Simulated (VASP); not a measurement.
A run of VASP 6.6.1 is set up as follows.

POSCAR

```
TiAl3
1.0
   -1.9483993864      1.9483993864      4.3708296438
    1.9483993864     -1.9483993864      4.3708296438
    1.9483993864      1.9483993864     -4.3708296438
Ti Al
1 3
Direct
    0.0000000000      0.0000000000      0.0000000000
    0.5000000000      0.5000000000      0.0000000000
    0.7500000000      0.2500000000      0.5000000000
    0.2500000000      0.7500000000      0.5000000000
```

Contents of INCAR.step1:

```
PREC     = Accurate       # precision mode
ENCUT    = 550            # plane-wave cutoff, eV
ISMEAR   = 0              # smearing method
SIGMA    = 0.1            # smearing width, eV
LREAL    = F              # projectors in reciprocal space
LASPH    = T              # aspherical terms in the spheres
NELM     = 120            # most SCF steps
NBANDS   = 18             # bands
GGA      = PE             # functional
ALGO     = Normal         # electronic algorithm
EDIFF    = 1E-5           # SCF threshold, eV
LWAVE    = T              # write WAVECAR
LCHARG   = F              # write CHGCAR
GGA_COMPAT= F
```

Contents of INCAR.step2:

```
PREC     = Accurate       # precision mode
ENCUT    = 550            # plane-wave cutoff, eV
EDIFF    = 1E-6           # SCF threshold, eV
ISMEAR   = 0              # smearing method
SIGMA    = 0.1            # smearing width, eV
LREAL    = F              # projectors in reciprocal space
LASPH    = T              # aspherical terms in the spheres
NELM     = 120            # most SCF steps
ALGO     = Normal         # electronic algorithm
ISIF     = 2              # what is computed and relaxed
LWAVE    = F              # write WAVECAR
LCHARG   = T              # write CHGCAR
METAGGA  = R2SCAN         # meta-GGA
LMIXTAU  = T            
LELF     = T              # ELF
LVHAR    = T            
NBANDS   = 18             # bands
ISTART   = 1            
GGA_COMPAT= F
```

KPOINTS

```
regular mesh
0
Gamma
  16 16 16
```

Potentials or basis: VASP PAW PBE potentials, release 64 (Ti_sv, Al).

Launch:

```sh
$ cat potpaw_PBE.64/Ti_sv/POTCAR potpaw_PBE.64/Al/POTCAR > POTCAR
$ cp INCAR.step1 INCAR
$ mpirun -np 1 vasp_std > vasp.out
$ cp INCAR.step2 INCAR
$ mpirun -np 1 vasp_std > vasp.out
```

(1) Predict the pressure.

(2) Estimate the band gap on the k mesh.

Results:

(1) -6.1 GPa.

(2) zero (an odd number of electrons rules out a gap without spin polarisation).

Caveat: the cell stands under tension; the PAW data sets were made with another functional, which shifts forces and pressure a little.
